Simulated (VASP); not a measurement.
Cl:

```xyz
2
Lattice="3.1536 0.0000 0.0000 -1.5768 2.7311 0.0000 0.0000 0.0000 5.1088" Properties=species:S:1:pos:R:3 pbc="T T T"
Cl    0.0000    1.8207    1.2772
Cl    1.5768    0.9104    3.8316
```

- Program: VASP 6.6.1
- Task: relaxation of cell and atoms
- Functional: LDA
- Potentials or basis: VASP PAW LDA potentials, release 64 (Cl)
- Cutoff: 600 eV
- k mesh: 15 × 15 × 8
- Occupations: fermi-dirac, width 0.1 eV
- Spin: no spin polarisation

At the start: pressure -5.9 GPa; volume 22.00 Å³/atom.

Where does the relaxation end?

Over 23 steps the energy falls by 243.3 meV/atom and the volume is 19.47 Å³/atom (-11.5 %); space group P6_3/mmc (No. 194, to 0.1 Å) before and after.

The path:
```csv
step,energy change (eV),largest force (eV/Å),pressure (GPa),volume (Å³)
1,0.0000,0.0000,-5.90,44.00
2,-0.1401,0.0000,-2.59,39.04
3,-0.1594,0.0000,-0.22,37.03
4,-0.1596,0.0000,0.10,36.81
5,-0.1652,0.0000,0.15,36.76
6,-0.1998,0.0000,0.36,36.59
7,-0.3109,0.0000,1.24,36.13
8,-0.4065,0.0000,7.11,34.74
9,-0.4193,0.0000,5.25,35.10
10,-0.4181,0.0000,5.77,34.99
11,-0.4187,0.0000,5.80,35.01
12,-0.4204,0.0000,5.88,35.04
13,-0.4224,0.0000,6.06,35.10
14,-0.4209,0.0000,6.46,35.22
15,-0.4227,0.0000,6.20,35.15
16,-0.4255,0.0000,6.04,35.23
17,-0.4337,0.0000,5.54,35.47
18,-0.4482,0.0000,4.60,35.94
19,-0.4698,0.0000,2.87,36.91
20,-0.4865,0.0000,0.04,38.90
21,-0.4865,0.0000,-0.05,38.98
22,-0.4865,0.0000,-0.03,38.97
23,-0.4865,0.0000,0.01,38.95
```

Final structure:
```yaml
crystal:
  lattice:
    - [3.39631, 0.00000, 0.00000]
    - [-1.69815, 2.94129, 0.00000]
    - [0.00000, 0.00000, 3.89876]
  atoms:
    - { symbol: Cl, position: [0.33333, 0.66667, 0.25000] }
    - { symbol: Cl, position: [0.66667, 0.33333, 0.75000] }
```

Caveat: a cell axis changed by over 15 % at a fixed basis, so the end point is rough.
